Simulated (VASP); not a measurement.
Wanted: the native input for a VASP 6.6.1 run.

- Task: single point
- Functional: PBE
- Potentials or basis: VASP PAW PBE potentials, release 64 (Pb_d, Ti_sv, O)
- Cutoff: 520 eV
- k mesh: 2 × 2 × 2
- Occupations: gaussian, width 0.01 eV
- Spin: no spin polarisation
- Hubbard terms: Ti d U = 4.0 eV
- Dipole correction: no
- Further INCAR settings: LREAL = Auto; ALGO = Normal; EDIFF = 1e-06; NBANDS = 115

The structure of Ti7PbO16 (a cell with a defect) lies in POSCAR:

```
Ti7PbO16
1.0
   -4.6403500624      4.6403500624      0.0000000000
    4.6403500624      4.6403500624      0.0000000000
    0.0000000000     -4.6403500624     -6.0122253141
Pb Ti O
1 7 16
Direct
    0.2500000000      0.7500000000      0.5000000000
   -0.0065196054      0.4934803946     -0.0130392109
    0.7500000000      0.2500000000      0.5000000000
    0.5065196054      0.0065196054      0.0130392109
    0.6209960941      0.6209960941      0.2419921881
    0.3750784714      0.3750784714      0.7501569428
    0.1249215286      0.1249215286      0.2498430572
    0.8790039059      0.8790039059      0.7580078119
    0.1114861522      0.8178095436      0.2229723044
    0.8726638682      0.5668778853      0.7453277363
    0.6273361318      0.3215501489      0.2546722637
    0.3885138478      0.0948372392      0.7770276956
    0.9313729238      0.7500000000      0.5000000000
    0.6979440200      0.5016525046      0.0033050091
    0.4433077113      0.2500000000      0.5000000000
    0.1946390109     -0.0016525046     -0.0033050091
    0.5686270762      0.7500000000      0.5000000000
    0.3053609891      0.5016525046      0.0033050091
    0.0566922887      0.2500000000      0.5000000000
    0.8020559800     -0.0016525046     -0.0033050091
    0.1114861522      0.4051627608      0.2229723044
    0.8726638682      0.1784498511      0.7453277363
    0.6273361318      0.9331221147      0.2546722637
    0.3885138478      0.6821904564      0.7770276956
```

The input as run:

INCAR

```
ALGO = Normal ; EDIFF = 1E-6
ENCUT = 520 ; GGA = PE
ISIF = 2 ; ISMEAR = 0
LASPH = True ; LCHARG = False
LDAU = True ; LDAUJ = 0 0 0
LDAUL = -1 2 -1 ; LDAUPRINT = 1
LDAUTYPE = 2 ; LDAUU = 0 4 0
LMAXMIX = 4 ; LREAL = Auto
LWAVE = False ; NBANDS = 115
NELM = 150 ; PREC = Accurate
SIGMA = 0.01
```

KPOINTS

```
k-points
0
Gamma
  2 2 2
```

Potentials or basis: VASP PAW PBE potentials, release 64 (Pb_d, Ti_sv, O).

Launch:

```sh
$ cat potpaw_PBE.64/Pb_d/POTCAR potpaw_PBE.64/Ti_sv/POTCAR potpaw_PBE.64/O/POTCAR > POTCAR
$ mpirun -np 1 vasp_std > vasp.out
```

It gave:

```
Pressure               : 12.9 GPa
Largest force          : 0.291 eV/Å
Band gap on the k mesh : 1.82 eV
```

Caveat: the k points lie up to 0.55 Å⁻¹ apart; spin-orbit coupling is left out, which moves the levels of the heavy elements.

Run time: 12 min on 1 thread of Intel Xeon 8259CL, on a shared host, peak memory 0.41 GiB.
